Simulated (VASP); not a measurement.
# ZrS (Fm-3m) in VASP: a series of runs, part 2 of 2

VASP 6.6.1. Earlier steps stand in the parts before.

## (3) Single point, PBEsol

The input, INCAR:

```
PREC = Accurate
ENCUT = 520
EDIFF = 1E-7
ISMEAR = 0
SIGMA = 0.1
LREAL = F
LASPH = T
NELM = 60
ALGO = Normal
ISIF = 2
LWAVE = F
LCHARG = T
GGA = PS
LELF = T
LVHAR = T
NBANDS = 16
```

The input, KPOINTS:

```
Automatic mesh
0
Gamma
  14 14 14
```

The input, POSCAR:

```
ZrS
1.0
    0.0000000000      2.6250000000      2.6250000000
    2.6250000000      0.0000000000      2.6250000000
    2.6250000000      2.6250000000      0.0000000000
Zr S
1 1
Direct
    0.0000000000      0.0000000000      0.0000000000
    0.5000000000      0.5000000000      0.5000000000
```

Potentials or basis: VASP PAW PBE potentials, release 64 (Zr_sv, S).

Command:

```
$ cat potpaw_PBE.64/Zr_sv/POTCAR potpaw_PBE.64/S/POTCAR > POTCAR
$ mpirun -np 1 vasp_std > vasp.out
```

OUTCAR:

```text
PREC = Accurate
   ENCUT = 520
   EDIFF = 1E-7
   ISMEAR = 0
   LREAL = F
   LASPH = T
   NELM = 60
   ISIF = 2
   GGA = PS

 ion  position               nearest neighbor table
   1  0.000  0.000  0.000-   2 2.62   2 2.62   2 2.62   2 2.62   2 2.62   2 2.62
   2  0.500  0.500  0.500-   1 2.62   1 2.62   1 2.62   1 2.62   1 2.62   1 2.62

  LATTYP: Found a face centered cubic cell.
 ALAT       =     5.2500000000

  Lattice vectors:

 A1 = (   0.0000000000,   2.6250000000,   2.6250000000)
 A2 = (   2.6250000000,   0.0000000000,   2.6250000000)
[... 625 lines left out ...]
      4     -17.3122      2.00000
      5      -4.4830      2.00000
      6       4.1329      2.00000
[... 8 lines left out ...]
     15      18.7161      0.00000
     16      19.5762      0.00000

 [... further k-points ...]
[... 5 lines left out ...]
  --------------------------------------------------------------------------------------
  -------------------------------------------------------------------------------------
  Total       -1.4081933     -1.4081933     -1.4081933      0.0000000      0.0000000     -0.0000000
  in kB      -62.3670140    -62.3670140    -62.3670140      0.0000000      0.0000000     -0.0000000
  external PRESSURE =     -62.3670140 kB  Pullay stress =       0.0000000 kB

 VOLUME and BASIS-vectors are now :
 -----------------------------------------------------------------------------
  energy-cutoff  :      520.00
  volume of cell :       36.18
      direct lattice vectors                 reciprocal lattice vectors
     0.000000000  2.625000000  2.625000000    -0.190476190  0.190476190  0.190476190
     2.625000000  0.000000000  2.625000000     0.190476190 -0.190476190  0.190476190
     2.625000000  2.625000000  0.000000000     0.190476190  0.190476190 -0.190476190

 POSITION                                       TOTAL-FORCE (eV/Angst)
 -----------------------------------------------------------------------------------
      0.00000      0.00000      0.00000         0.000000     -0.000000     -0.000000
      2.62500      2.62500      2.62500        -0.000000      0.000000      0.000000
 -----------------------------------------------------------------------------------
    total drift:                                0.000000      0.000000      0.000000

  FREE ENERGIE OF THE ION-ELECTRON SYSTEM (eV)
  ---------------------------------------------------
  free  energy   TOTEN  =       -16.4797869504 eV

  energy  without entropy=      -16.4721177727  energy(sigma->0) =      -16.47595236
```

Run time: 1.7 min. Hardware: 1 thread of Intel Xeon 8259CL, shared host; peak memory 0.2 GiB.

What came out:

| Quantity | Value |
| --- | --- |
| Free energy | -16.4798 eV |
| Pressure | -6.2 GPa |
| Band gap on the k mesh | zero (band 9 reaches 12.07 eV, above the bottom of band 10 at 9.24 eV) |

Levels at points of the mesh, in eV from the Fermi level:
| k point | band 7 | band 8 | band 9 | band 10 | band 11 | band 12 |
| --- | --- | --- | --- | --- | --- | --- |
| (0.00, 0.00, 0.00) | -3.52 | -3.52 | -1.37 | -1.37 | -1.37 | -0.69 |
| (0.50, 0.00, 0.00) | -5.97 | -5.97 | 1.45 | 1.45 | 1.76 | 1.87 |
| (0.50, 0.50, 0.00) | -4.47 | -4.47 | -3.47 | 0.50 | 2.36 | 2.36 |

Caveat: the PAW data sets were made with another functional, which shifts forces and pressure a little.

## (4) Single point, PBEsol

The input, INCAR:

```
PREC = Accurate ; ENCUT = 520
EDIFF = 1E-7 ; ISMEAR = 0
SIGMA = 0.2 ; LREAL = False
LASPH = True ; NELM = 80
ALGO = Normal ; ISIF = 2
LWAVE = False ; LCHARG = False
GGA = PS ; NBANDS = 16
```

The input, KPOINTS:

```
regular mesh
0
Gamma
  14 14 14
```

POSCAR is that of step 3.

Command:

```
$ cat potpaw_PBE.64/Zr_sv/POTCAR potpaw_PBE.64/S/POTCAR > POTCAR
$ mpirun -np 1 vasp_std > vasp.out
```

Wall time 28 s (1 thread of Intel Xeon 6975P-C (Granite Rapids), shared host); peak memory 0.19 GiB.

The run converged. Its results:

* Free energy: -16.4907 eV
* Pressure: -6.2 GPa
* Band gap on the k mesh: zero (band 9 reaches 12.07 eV, above the bottom of band 10 at 9.24 eV)

Levels at points of the mesh, in eV from the Fermi level:
```csv
k point,band 7,band 8,band 9,band 10,band 11,band 12
"(0.00, 0.00, 0.00)",-3.51,-3.51,-1.36,-1.36,-1.36,-0.69
"(0.50, 0.00, 0.00)",-5.96,-5.96,1.46,1.46,1.77,1.88
"(0.50, 0.50, 0.00)",-4.46,-4.46,-3.46,0.51,2.37,2.37
```

Caveat: the PAW data sets were made with another functional, which shifts forces and pressure a little.

## (5) Single point, PBEsol

The input, INCAR:

```
PREC = Accurate
ENCUT = 520
EDIFF = 1E-6
ISMEAR = 0
SIGMA = 0.5
LREAL = F
LASPH = T
NELM = 60
ALGO = Normal
ISIF = 2
LWAVE = F
LCHARG = F
GGA = PS
NBANDS = 16
```

The input, KPOINTS:

```
Automatic mesh
0
Gamma
  14 14 14
```

POSCAR is that of step 4.

Potentials or basis: VASP PAW PBE potentials, release 64 (Zr_sv, S).

Command:

```
$ cat potpaw_PBE.64/Zr_sv/POTCAR potpaw_PBE.64/S/POTCAR > POTCAR
$ mpirun -np 1 vasp_std > vasp.out
```

OUTCAR:

```text
PREC = Accurate
   ENCUT = 520
   EDIFF = 1E-6
   ISMEAR = 0
   LREAL = F
   LASPH = T
   NELM = 60
   ISIF = 2
   GGA = PS

 ion  position               nearest neighbor table
   1  0.000  0.000  0.000-   2 2.62   2 2.62   2 2.62   2 2.62   2 2.62   2 2.62
   2  0.500  0.500  0.500-   1 2.62   1 2.62   1 2.62   1 2.62   1 2.62   1 2.62

  LATTYP: Found a face centered cubic cell.
 ALAT       =     5.2500000000

  Lattice vectors:

 A1 = (   0.0000000000,   2.6250000000,   2.6250000000)
 A2 = (   2.6250000000,   0.0000000000,   2.6250000000)
[... 625 lines left out ...]
      4     -17.2963      2.00000
      5      -4.4840      2.00000
      6       4.1330      2.00000
[... 8 lines left out ...]
     15      18.7197      0.00000
     16      19.5784      0.00000

 [... further k-points ...]
[... 5 lines left out ...]
  --------------------------------------------------------------------------------------
  -------------------------------------------------------------------------------------
  Total       -1.2971289     -1.2971289     -1.2971289      0.0000000     -0.0000000      0.0000000
  in kB      -57.4481185    -57.4481185    -57.4481185      0.0000000     -0.0000000      0.0000000
  external PRESSURE =     -57.4481185 kB  Pullay stress =       0.0000000 kB

 VOLUME and BASIS-vectors are now :
 -----------------------------------------------------------------------------
  energy-cutoff  :      520.00
  volume of cell :       36.18
      direct lattice vectors                 reciprocal lattice vectors
     0.000000000  2.625000000  2.625000000    -0.190476190  0.190476190  0.190476190
     2.625000000  0.000000000  2.625000000     0.190476190 -0.190476190  0.190476190
     2.625000000  2.625000000  0.000000000     0.190476190  0.190476190 -0.190476190

 POSITION                                       TOTAL-FORCE (eV/Angst)
 -----------------------------------------------------------------------------------
      0.00000      0.00000      0.00000         0.000000      0.000000     -0.000000
      2.62500      2.62500      2.62500        -0.000000     -0.000000      0.000000
 -----------------------------------------------------------------------------------
    total drift:                                0.000000      0.000000      0.000000

  FREE ENERGIE OF THE ION-ELECTRON SYSTEM (eV)
  ---------------------------------------------------
  free  energy   TOTEN  =       -16.5629880618 eV

  energy  without entropy=      -16.3935527977  energy(sigma->0) =      -16.47827043
```

stdout:

```text
POSCAR found type information on POSCAR ZrS
 POSCAR found :  2 types and       2 ions
 scaLAPACK will be used
 -----------------------------------------------------------------------------
|                                                                             |
|                                                                             |
|     You enforced a specific xc type in the INCAR file but a different       |
|     I HOPE YOU KNOW WHAT YOU ARE DOING!                                     |
|                                                                             |
 -----------------------------------------------------------------------------

 LDA part: xc-table for (Slater+PW92), standard interpolation
 POSCAR, INCAR and KPOINTS ok, starting setup
 FFT: planning ... GRIDC
 FFT: planning ... GRID_SOFT
 FFT: planning ... GRID
 WAVECAR not read
 entering main loop
```

Wall time 26 s (1 thread of Intel Xeon 6975P-C (Granite Rapids), shared host); peak memory 0.19 GiB.

Results:

* Free energy: -16.5630 eV
* Pressure: -5.7 GPa
* Band gap on the k mesh: zero (band 9 reaches 12.07 eV, above the bottom of band 10 at 9.25 eV)

Caveat: the PAW data sets were made with another functional, which shifts forces and pressure a little.

## (6) Overview

| k mesh | smearing | gap on the mesh (eV) | pressure (GPa) |
| --- | --- | --- | --- |
| 12 × 12 × 12 | gaussian 0.1 eV | none | -6.3 |
| 14 × 14 × 14 | gaussian 0.1 eV | none | -6.2 |
| 14 × 14 × 14 | gaussian 0.2 eV | none | -6.2 |
| 14 × 14 × 14 | gaussian 0.5 eV | none | -5.7 |

Alike in all rows: task single point; level PBEsol; potentials or basis VASP PAW PBE potentials, release 64 (Zr_sv, S); no spin polarisation; cell as given; cutoff (eV) 520.

Every run on the cell as given and a fine mesh finds a metal.

Caveats: the PAW data sets were made with another functional, which shifts forces and pressure a little.

Absolute energies hang on the potentials; compare differences alone.
